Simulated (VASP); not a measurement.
Set up this calculation in VASP 6.6.1, as the native input.

```
Task                   : relaxation of cell and atoms
Functional             : PBE
Potentials or basis    : VASP PAW PBE potentials, release 64 (C)
Cutoff                 : 600 eV
k mesh                 : 14 × 14 × 8
Occupations            : gaussian, width 0.02 eV
Spin                   : no spin polarisation
Dipole correction      : no
Further INCAR settings : ALGO = Normal; EDIFF = 1e-06; IBRION = 2; EDIFFG = -0.005; NSW = 100; ISIF = 3
```

The structure of C lies in POSCAR:

```
C
1.0
    2.1273203072     -1.2282824400      0.0000000000
    2.1273203072      1.2282824400      0.0000000000
   -1.3790696309      0.0000000000      3.5028300786
C
2
Direct
    0.8333555300      0.8333555300      0.0000930400
    0.1666444700      0.1666444700      0.9999069600
```

One way to write it, as run:

INCAR

```
SYSTEM = C
PREC = Accurate ; ENCUT = 600
EDIFF = 1E-6 ; ISMEAR = 0
SIGMA = 0.02 ; LREAL = .FALSE.
LASPH = .TRUE. ; NELM = 100
ALGO = Normal ; ISIF = 3
LWAVE = .FALSE. ; LCHARG = .FALSE.
GGA = PE ; IBRION = 2
NSW = 100 ; EDIFFG = -0.005
```

KPOINTS

```
Automatic mesh
0
G
  14 14 8
  0 0 0
```

Potentials or basis: VASP PAW PBE potentials, release 64 (C).

Run with:

```bash
$ cat potpaw_PBE.64/C/POTCAR > POTCAR
$ mpirun -np 1 vasp_std > vasp.out
```

It gave:

| Property | Result |
| --- | --- |
| Relaxed volume | 10.60 Å³/atom |
| Relaxed cell | a = 2.467 Å, b = 2.467 Å, c = 4.261 Å, α = 106.60°, β = 106.60°, γ = 60.00° |
| Space group after relaxing (to 0.05 Å) | R-3m (No. 166) |
| Energy gained by relaxing | 7.3 meV/atom |
| Ionic steps | 70 |
| Pressure after relaxing | 0.0 GPa |
| Largest force after relaxing | 0.005 eV/Å |
| Band gap on the k mesh | 1.05 eV, indirect (the least direct gap lies 4.9 meV higher) |

Caveat: the volume moved by over 15 % at a fixed basis, so the end points are rough; this functional lacks dispersion, which binds the layers, so the pressure and a relaxed spacing across them are unreliable.

It took 38 min on 1 thread of Intel(R) Xeon(R) Platinum 8259CL CPU @ 2.50GHz (Skylake/Cascade Lake), on a shared host, peak memory 0.18 GiB.
